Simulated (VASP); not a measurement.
A run of VASP 6.6.1 is set up as follows.

INCAR

```
PREC = Accurate
ENCUT = 520
EDIFF = 1E-6
ISMEAR = 0
SIGMA = 0.1
LREAL = F
LASPH = T
NELM = 150
ALGO = Normal
ISIF = 2
LWAVE = F
LCHARG = F
ISPIN = 2
MAGMOM = 4.12 0.48
LORBIT = 11
LMAXMIX = 4
GGA = PS
NBANDS = 22
```

Contents of KPOINTS:

```
regular mesh
0
Gamma
  14 14 12
```

POSCAR

```
MnPt
1.0
    2.9434099465      0.0000000000      0.0000000000
    0.0000000000      2.9434099465      0.0000000000
    0.0000000000      0.0000000000      3.5299912708
Mn Pt
1 1
Direct
    0.0000000000      0.0000000000      0.0000000000
    0.5000000000      0.5000000000      0.5000000000
```

Potentials or basis: VASP PAW PBE potentials, release 64 (Mn_pv, Pt).

Run with:

```console
$ cat potpaw_PBE.64/Mn_pv/POTCAR potpaw_PBE.64/Pt/POTCAR > POTCAR
$ mpirun -np 1 vasp_std > vasp.out
```

Q: What does it give for the net moment?

A: 4.42 μB per cell.

Q: What does it give for the pressure?

A: -9.6 GPa.

Q: Estimate the site moments.

A: Mn +3.87; Pt +0.38 μB.

Caveat: the PAW data sets were made with another functional, which shifts forces and pressure a little.
